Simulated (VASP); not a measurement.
Si: single point with PBE

Crystal: Si.

```xyz
1
Lattice="2.6205 0.0000 0.0000 -1.3103 2.2695 0.0000 0.0000 0.0000 2.4664" Properties=species:S:1:pos:R:3 pbc="T T T"
Si    0.0000    0.0000    0.0000
```

This isn't the form of Si at room conditions, which is diamond.

| Item | Value |
| --- | --- |
| Program | VASP 6.6.1 |
| Task | single point |
| Functional | PBE |
| Potentials or basis | VASP PAW PBE potentials, release 64 (Si) |
| Cutoff | 520 eV |
| k mesh | 24 × 24 × 22 |
| Occupations | gaussian, width 0.15 eV |
| Spin | no spin polarisation |

- Pressure: 3.2 GPa
- Band gap on the k mesh: zero (bands 2 and 3 overlap by 12.08 eV)

Stress tensor (GPa, compression positive):
```
3.29 0.00 0.00
0.00 3.29 0.00
0.00 0.00 3.07
```

Levels at points of the mesh, in eV from the Fermi level:
```csv
k point,band 1,band 2,band 3,band 4,band 5,band 6,band 7
"(0.00, 0.00, 0.00)",-14.17,7.47,7.98,10.35,10.35,12.26,12.26
"(0.50, 0.00, 0.00)",-7.66,-6.84,5.13,6.49,12.87,15.14,16.98
"(0.00, 0.00, 0.50)",-9.27,-7.25,13.97,13.97,15.01,15.01,16.53
"(0.50, 0.00, 0.50)",-2.97,-2.15,-1.92,1.44,8.81,12.40,12.41
```

Wall time 90 s on 1 thread of Intel Xeon 8259CL, on a shared host, peak memory 0.18 GiB.

Caveat: the cell stands under pressure.
